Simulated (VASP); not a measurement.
# Co (P6_3/mmc) in VASP: notebook

Runs on Co. Level: PBE. Tasks: single point.

Program: VASP 6.6.1. These are calculated values, not measurements. Logs are shortened: lines on timing, memory, paths and dates and some standing lists are left out, and cuts for length are marked.

### 1 The cell of the first run

It takes space group P6_3/mmc (No. 194, hexagonal). Conventional cell: a = 2.591 Å, b = 2.591 Å, c = 8.417 Å, α = 90.00°, β = 90.00°, γ = 120.00°. Co (site symmetry -3m) has 12 Co at 2.58 to 2.59 Å within 3.4 Å. Co (site symmetry -6m2) has 12 Co at 2.58 to 2.59 Å within 3.4 Å.

### 2 Single point, PBE, collinear spin, ferromagnetic start (equal strain along all axes, cell held: +4.0 %)

File INCAR:

```
PREC = Accurate ; ENCUT = 520
EDIFF = 1E-6 ; ISMEAR = 0
SIGMA = 0.1 ; LREAL = False
LASPH = True ; NELM = 150
ALGO = Normal ; ISIF = 2
LWAVE = False ; LCHARG = False
ISPIN = 2 ; MAGMOM = 1.88 1.88 1.88 1.88
LORBIT = 11 ; LMAXMIX = 4
GGA = PE ; NBANDS = 30
KPAR = 4
```

File KPOINTS:

```
Automatic mesh
0
Gamma
  24 24 8
```

File POSCAR:

```
Co
1.0
    2.5912588163      0.0000000000      0.0000000000
   -1.2956294082      2.2440959627      0.0000000000
    0.0000000000      0.0000000000      8.4170501572
Co
4
Direct
    0.0000000000      0.0000000000      0.0000000000
    0.3333333333      0.6666666667      0.2500000000
    0.0000000000      0.0000000000      0.5000000000
    0.6666666667      0.3333333333      0.7500000000
```

Potentials or basis: VASP PAW PBE potentials, release 64 (Co).

Command:

```
$ cat potpaw_PBE.64/Co/POTCAR > POTCAR
$ mpirun -np 4 vasp_std > vasp.out
```

OUTCAR:

```text
PREC = Accurate
   ENCUT = 520
   EDIFF = 1E-6
   ISMEAR = 0
   LREAL = False
   LASPH = True
   NELM = 150
   ISIF = 2
   ISPIN = 2
   LORBIT = 11
   GGA = PE

 ion  position               nearest neighbor table
   1  0.000  0.000  0.000-   2 2.58   4 2.58   4 2.58   2 2.58   4 2.58   2 2.58
   2  0.333  0.667  0.250-   1 2.58   3 2.58   1 2.58   3 2.58   1 2.58   3 2.58
   3  0.000  0.000  0.500-   2 2.58   4 2.58   4 2.58   2 2.58   4 2.58   2 2.58
   4  0.667  0.333  0.750-   1 2.58   3 2.58   1 2.58   3 2.58   1 2.58   3 2.58

  LATTYP: Found a hexagonal cell.
 ALAT       =     2.5912588163
 C/A-ratio  =     3.2482475715

  Lattice vectors:

 A1 = (   2.5912588163,   0.0000000000,   0.0000000000)
 A2 = (  -1.2956294082,   2.2440959627,   0.0000000000)
 A3 = (   0.0000000000,   0.0000000000,   8.4170501572)

Analysis of symmetry for initial positions (statically):
=====================================================================
 Subroutine PRICEL returns:
 Original cell was already a primitive cell.

 Routine SETGRP: Setting up the symmetry group for a
 hexagonal supercell.

 Subroutine GETGRP returns: Found 24 space group operations
 (whereof 12 operations were pure point group operations)
 out of a pool of 24 trial point group operations.

The static configuration has the point symmetry D_3d.
 The point group associated with its full space group is D_6h.

Analysis of symmetry for dynamics (positions and initial velocities):
=====================================================================
 Subroutine PRICEL returns:
 Original cell was already a primitive cell.

 Routine SETGRP: Setting up the symmetry group for a
 hexagonal supercell.

 Subroutine GETGRP returns: Found 24 space group operations
 (whereof 12 operations were pure point group operations)
 out of a pool of 24 trial point group operations.

The dynamic configuration has the point symmetry D_3d.
 The point group associated with its full space group is D_6h.

Analysis of structural, dynamic, and magnetic symmetry:
=====================================================================
 Subroutine PRICEL returns:
 Original cell was already a primitive cell.

 Routine SETGRP: Setting up the symmetry group for a
 hexagonal supercell.

[... 125 lines left out ...]
   EFERMI_NEDOS =   21; number of points for ismear=-14 and -15
   IALGO  =     38    algorithm
   IMIX   =      4    mixing-type and parameters
     AMIX     =   0.40;   BMIX     =  1.00
     AMIX_MAG =   1.60;   BMIX_MAG =  1.00
  volume/ion in A,a.u.               =      12.24        82.58
  Fermi-wavevector in a.u.,A,eV,Ry     =   1.477764  2.792568 29.712201  2.183785
  Thomas-Fermi vector in A             =   2.592128
   LORBIT       =     11    0 simple, 1 ext, 2 COOP (PROOUT), +10 PAW based schemes
   GGA     = PE    functional components
   LHFCALC =     F    Hartree Fock is set to
   AEXX    =    0.0000 exact exchange contribution
   IVDW    =     0    specifies the selected vdW correction
   LEPSILON=     F    determine dielectric tensor
   LRPA    =     F    only Hartree local field effects (RPA)
 spin polarized calculation
 Gauss-broadening in eV      SIGMA  =   0.10
  energy-cutoff  :      520.00
  volume of cell :       48.95
 maximum number of plane-waves:      1344
 NGX is ok and might be reduce to    20
   NGX =  9   NGY =  9   NGZ = 31

 number of electron      35.9999988 magnetization       6.8121736

 Free energy of the ion-electron system (eV)
  ---------------------------------------------------
  ext. energy  EPLUGINS =         0.00000000
  ---------------------------------------------------
  free energy    TOTEN  =       -27.76004559 eV

  energy without entropy =      -27.73827948  energy(sigma->0) =      -27.74916254

 E-fermi :   8.7282     XC(G=0): -12.7132

 val. band max:        8.7281273449   @ k =   0.1250   0.0833   0.3750
 cond. band min:       8.7285051700   @ k =   0.0833   0.0417   0.2500
 fundamental gap:      0.0003778250
 Fermi energy:         8.7281770182

 spin component 1

 k-point     1 :       0.0000    0.0000    0.0000
  band No.  band energies     occupation
      1       0.4331      1.00000
      2       2.4840      1.00000
      3       2.5097      1.00000
      4       4.0442      1.00000
      5       5.9182      1.00000
      6       5.9435      1.00000
[... 781 lines left out ...]
     29      19.9344      0.00000
     30      20.4961      0.00000

 [... further k-points ...]

 spin component 2

 k-point     1 :       0.0000    0.0000    0.0000
  band No.  band energies     occupation
      1       0.4135      1.00000
      2       2.5398      1.00000
      3       2.5447      1.00000
      4       5.0089      1.00000
      5       7.3325      1.00000
      6       7.3976      1.00000
[... 781 lines left out ...]
     29      20.4498      0.00000
     30      20.9972      0.00000

 [... further k-points ...]
[... 5 lines left out ...]
  --------------------------------------------------------------------------------------
  -------------------------------------------------------------------------------------
  Total       -5.8112906     -5.8112906     -5.8283550      0.0000000      0.0000000      0.0000000
  in kB     -190.2265100   -190.2265100   -190.7850952      0.0000000      0.0000000      0.0000000
  external PRESSURE =    -190.4127051 kB  Pullay stress =       0.0000000 kB

 VOLUME and BASIS-vectors are now :
 -----------------------------------------------------------------------------
  energy-cutoff  :      520.00
  volume of cell :       48.95
      direct lattice vectors                 reciprocal lattice vectors
     2.591258816  0.000000000  0.000000000     0.385912821  0.222806871  0.000000000
    -1.295629408  2.244095963  0.000000000     0.000000000  0.445613742  0.000000000
     0.000000000  0.000000000  8.417050157     0.000000000  0.000000000  0.118806468

 POSITION                                       TOTAL-FORCE (eV/Angst)
 -----------------------------------------------------------------------------------
      0.00000      0.00000      0.00000        -0.000000      0.000000      0.000000
     -0.00000      1.49606      2.10426         0.000000     -0.000000     -0.000000
      0.00000      0.00000      4.20853        -0.000000      0.000000      0.000000
      1.29563      0.74803      6.31279        -0.000000      0.000000     -0.000000
 -----------------------------------------------------------------------------------
    total drift:                                0.000000     -0.000000      0.000000

  FREE ENERGIE OF THE ION-ELECTRON SYSTEM (eV)
  ---------------------------------------------------
  free  energy   TOTEN  =       -27.7600455902 eV

  energy  without entropy=      -27.7382794837  energy(sigma->0) =      -27.74916254

 total charge

# of ion       s       p       d       tot
------------------------------------------
    1        0.444   0.426   7.195   8.065
    2        0.443   0.429   7.189   8.060
    3        0.444   0.426   7.195   8.065
    4        0.443   0.429   7.189   8.060
--------------------------------------------------
tot          1.773   1.710  28.768  32.251

 magnetization (x)

# of ion       s       p       d       tot
------------------------------------------
    1       -0.012  -0.048   1.798   1.737
    2       -0.012  -0.050   1.815   1.753
    3       -0.012  -0.048   1.798   1.737
    4       -0.012  -0.050   1.815   1.753
--------------------------------------------------
tot         -0.049  -0.197   7.225   6.980
```

OSZICAR:

```text
N       E                     dE             d eps       ncg     rms          rms(c)
DAV:   1     0.235056233896E+03    0.23506E+03   -0.15207E+04 36880   0.154E+03
DAV:   2    -0.176913777678E+02   -0.25275E+03   -0.23620E+03 36618   0.303E+02
DAV:   3    -0.317833128114E+02   -0.14092E+02   -0.13170E+02 40818   0.972E+01
DAV:   4    -0.320273135420E+02   -0.24400E+00   -0.24360E+00 45528   0.124E+01
DAV:   5    -0.320369798167E+02   -0.96663E-02   -0.96654E-02 49784   0.189E+00    0.192E+01
DAV:   6    -0.289913126874E+02    0.30457E+01   -0.31542E+01 40812   0.797E+01    0.122E+01
DAV:   7    -0.279822702115E+02    0.10090E+01   -0.55441E+00 41228   0.370E+01    0.943E+00
DAV:   8    -0.291125967578E+02   -0.11303E+01   -0.64376E+00 43270   0.505E+01    0.184E+01
DAV:   9    -0.277727720813E+02    0.13398E+01   -0.19648E+00 44252   0.306E+01    0.205E+00
DAV:  10    -0.277634477785E+02    0.93243E-02   -0.15083E-01 42314   0.387E+00    0.799E-01
DAV:  11    -0.277604765638E+02    0.29712E-02   -0.99676E-03 46406   0.907E-01    0.359E-01
DAV:  12    -0.277600388510E+02    0.43771E-03   -0.86578E-04 49588   0.297E-01    0.205E-01
DAV:  13    -0.277600297767E+02    0.90743E-05   -0.55941E-04 48788   0.452E-01    0.497E-02
DAV:  14    -0.277600593916E+02   -0.29615E-04   -0.11563E-04 52614   0.114E-01    0.770E-02
DAV:  15    -0.277600436375E+02    0.15754E-04   -0.64618E-05 42664   0.178E-01    0.136E-02
DAV:  16    -0.277600464568E+02   -0.28192E-05   -0.74207E-06 38486   0.321E-02    0.191E-02
DAV:  17    -0.277600455902E+02    0.86662E-06   -0.42037E-06 27600   0.438E-02
   1 F= -.27760046E+02 E0= -.27749163E+02  d E =-.217661E-01  mag=     6.8119
```

stdout:

```text
POSCAR found type information on POSCAR Co
 POSCAR found :  1 types and       4 ions
 scaLAPACK will be used
 LDA part: xc-table for (Slater+PW92), standard interpolation
 POSCAR, INCAR and KPOINTS ok, starting setup
 FFT: planning ... GRIDC
 FFT: planning ... GRID_SOFT
 FFT: planning ... GRID
 WAVECAR not read
 entering main loop
```

Wall time 3.1 min (4 MPI ranks of AMD EPYC 7R13 (Zen 3), shared host); peak memory 0.62 GiB.

Results:

```
Free energy                                           : -27.7600 eV
Pressure                                              : -19.0 GPa
Net moment                                            : 6.81 μB per cell
Site moments                                          : Co +1.74, +1.75 (each value once) μB
Valence electrons inside the program's atomic spheres : Co 8.06
```

Caveat: the cell differs from its parent crystal (equal strain along all axes, cell held: +4.0 %); the cell stands under tension.

### 3 Single point, PBE, collinear spin, ferromagnetic start (10.24 Å³/atom)

This run uses another cell than the first one, of 10.24 Å³/atom.

File INCAR:

```
PREC     = Accurate       # precision mode
ENCUT    = 520            # plane-wave cutoff, eV
EDIFF    = 1E-6           # SCF threshold, eV
ISMEAR   = 0              # smearing method
SIGMA    = 0.1            # smearing width, eV
LREAL    = False          # projectors in reciprocal space
LASPH    = True           # aspherical terms in the spheres
NELM     = 150            # most SCF steps
ALGO     = Normal         # electronic algorithm
ISIF     = 2              # what is computed and relaxed
LWAVE    = False          # write WAVECAR
LCHARG   = False          # write CHGCAR
ISPIN    = 2              # spin polarisation
MAGMOM   = 1.88 1.9 1.88 1.9 # initial moments
LORBIT   = 11             # projections on sites
LMAXMIX  = 4              # l up to which the mixer works
GGA      = PE             # functional
NBANDS   = 30             # bands
```

File KPOINTS:

```
Automatic mesh
0
Gamma
  21 21 6
```

File POSCAR:

```
Co
1.0
    2.4429648334      0.0000000000      0.0000000000
   -1.2214824167      2.1156696063      0.0000000000
    0.0000000000      0.0000000000      7.9244072100
Co
4
Direct
    0.0000000000      0.0000000000      0.0000000000
    0.3333333333      0.6666666667      0.2500000000
    0.0000000000      0.0000000000      0.5000000000
    0.6666666667      0.3333333333      0.7500000000
```

Potentials or basis: VASP PAW PBE potentials, release 64 (Co).

Command:

```
$ cat potpaw_PBE.64/Co/POTCAR > POTCAR
$ mpirun -np 1 vasp_std > vasp.out
```

Wall time 4 min (1 thread of Intel Xeon Platinum 8488C (Sapphire Rapids), shared host); peak memory 0.4 GiB.

The run converged. Its results:

- Free energy: -28.0297 eV
- Pressure: 14.0 GPa
- Net moment: 6.32 μB per cell
- Site moments: Co +1.58, +1.60 (each value once) μB
- Valence electrons inside the program's atomic spheres: Co 8.39

Levels at points of the mesh, in eV from the Fermi level:
Spin up:
```tsv
k point	band 19	band 20	band 21	band 22	band 23	band 24
(0.00, 0.00, 0.00)	-1.48	-1.13	-1.13	-0.70	-0.70	-0.21
(0.00, 0.00, 0.50)	-1.64	-1.64	-0.89	-0.89	-0.89	-0.89
```
Spin down:
```
           k point  band 11  band 12  band 13  band 14  band 15  band 16  band 17  band 18
(0.00, 0.00, 0.00)    -1.19    -0.94    -0.94    -0.89    -0.89    -0.24     0.00     0.00
(0.00, 0.00, 0.50)    -1.17    -1.17    -1.06    -1.06    -1.06    -1.06     0.21     0.21
```

Caveat: the cell stands under pressure.
